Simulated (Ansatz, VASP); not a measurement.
## Two plane-wave programs on HfO2

Contents of POSCAR:

```
HfO2
1.0
    0.0000000000      2.5575000000      2.5575000000
    2.5575000000      0.0000000000      2.5575000000
    2.5575000000      2.5575000000      0.0000000000
Hf O
1 2
Direct
    0.0000000000      0.0000000000      0.0000000000
    0.7500000000      0.7500000000      0.7500000000
    0.2500000000      0.2500000000      0.2500000000
```

The input INCAR.step1:

```
SYSTEM = HfO2
ALGO = Normal
EDIFF = 1E-5
ENCUT = 520
GGA = PE
ISIF = 2
ISMEAR = -1
LASPH = .TRUE.
LCHARG = .FALSE.
LREAL = .FALSE.
LWAVE = .TRUE.
NBANDS = 18
NELM = 80
PREC = Accurate
SIGMA = 0.05
```

The input INCAR.step2:

```
SYSTEM = HfO2
AEXX = 0.1
ALGO = Normal
EDIFF = 1E-6
ENCUT = 520
ISIF = 2
ISMEAR = -1
ISTART = 1
LASPH = .TRUE.
LCHARG = .FALSE.
LHFCALC = .TRUE.
LMIXTAU = .TRUE.
LREAL = .FALSE.
LWAVE = .FALSE.
METAGGA = R2SCAN
NBANDS = 18
NELM = 80
PREC = Accurate
PRECFOCK = Normal
SIGMA = 0.05
```

File KPOINTS:

```
k-points
0
G
  5 5 5
  0 0 0
```

input.yaml

```yaml
crystal:
  lattice:
    - [0.0, 2.5575, 2.5575]
    - [2.5575, 0.0, 2.5575]
    - [2.5575, 2.5575, 0.0]
  atoms:
    - { symbol: Hf, position: [0.0, 0.0, 0.0] }
    - { symbol: O, position: [0.75, 0.75, 0.75] }
    - { symbol: O, position: [0.25, 0.25, 0.25] }
hamiltonian:
  xc: r2scanh
  pseudopotentials: { kind: paw }
kpoints:
  mp_grid: { grid: [5, 5, 5] }
  band_path:
    path:
      - [[0.0, 0.0, 0.0], [0.5, 0.0, 0.5], [0.5, 0.25, 0.75], [0.375, 0.375, 0.75], [0.0, 0.0, 0.0], [0.5, 0.5, 0.5], [0.625, 0.25, 0.625], [0.5, 0.25, 0.75], [0.5, 0.5, 0.5], [0.375, 0.375, 0.75]]
      - [[0.625, 0.25, 0.625], [0.5, 0.0, 0.5]]
    npoints: 4
scf:
  occupations: { method: fermi_dirac, width: 0.05 }
  n_extra_bands: 7
output:
  forces: true
  stress: true
  eigenvalues: true
  fatbands: false
  write_density: true
  write_potential: true
  elf: true
  volumetric_format: npy
```

Alike in both runs: functional r2SCANh; k mesh 5 × 5 × 5; occupations fermi-dirac, width 0.05 eV; no spin polarisation.

```csv
,VASP,Ansatz
version,VASP 6.6.1,Ansatz 0.2.0
potentials or method,"VASP PAW PBE potentials, release 64 (Hf_pv, O)",Ansatz PAW
plane-wave cutoff (eV),520,500
valence electrons in the cell,22,38
task,single point,band structure
```

```tsv
	VASP	Ansatz	Ansatz less VASP
gap on the k mesh at the Fermi level (eV)	5.40	5.43	+0.036
pressure (GPa)	-13.9	-9.8	+4.07
```

VASP's potentials were made for PBE, not for r2SCANh. One of these differences is far larger than is usual between the two programs; its cause wasn't traced. With one functional, cell and mesh, what is left measures potentials, basis and numerics. VASP's potentials hold 22 valence electrons a cell and Ansatz's 38, so a difference there can come from the potentials and not from the codes.

The k mesh is coarse, so the values compare programs but aren't converged. Spin-orbit coupling is off throughout.
